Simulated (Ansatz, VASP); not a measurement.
## Two plane-wave programs on MoS2

```xyz
9
Lattice="3.1840 0.0000 0.0000 -1.5920 2.7574 0.0000 0.0000 0.0000 28.3873" Properties=species:S:1:pos:R:3 pbc="T T T"
Mo    0.0000    1.8383    6.4770
Mo    0.0000    1.8383   21.9103
Mo    1.5920    0.9191    0.0000
S     1.5920    0.9191    4.9250
S     1.5920    0.9191   20.3590
S     0.0000    1.8383   26.8355
S     1.5920    0.9191    8.0283
S     1.5920    0.9191   23.4623
S     0.0000    1.8383    1.5518
```

Alike in both runs: functional LDA; k mesh 10 × 10 × 1; occupations fermi-dirac, width 0.05 eV; no spin polarisation.

|  | VASP | Ansatz |
| --- | --- | --- |
| version | VASP 6.6.1 | Ansatz 0.2.0 |
| potentials or method | VASP PAW LDA potentials, release 64 (Mo_sv, S) | Ansatz PAW |
| plane-wave cutoff (eV) | 500 | 420 |
| valence electrons in the cell | 78 | 78 |
| task | single point | band structure |

```tsv
	VASP	Ansatz	Ansatz less VASP
gap on the k mesh at the Fermi level (eV)	1.29	1.28	-0.012
least direct gap on the mesh (eV)	1.88	1.88	-0.006
rms of the force components (eV/Å)	0.153	0.160	+0.0078
```

LDA's correlation is that of Perdew and Zunger in VASP and of Perdew and Wang (1992) in Ansatz. Atom by atom the forces differ by 0.008 eV/Å (rms over components).

Noted on Ansatz's run: the k mesh misses the band edges, so the gap on the mesh is wider than the one along the path.
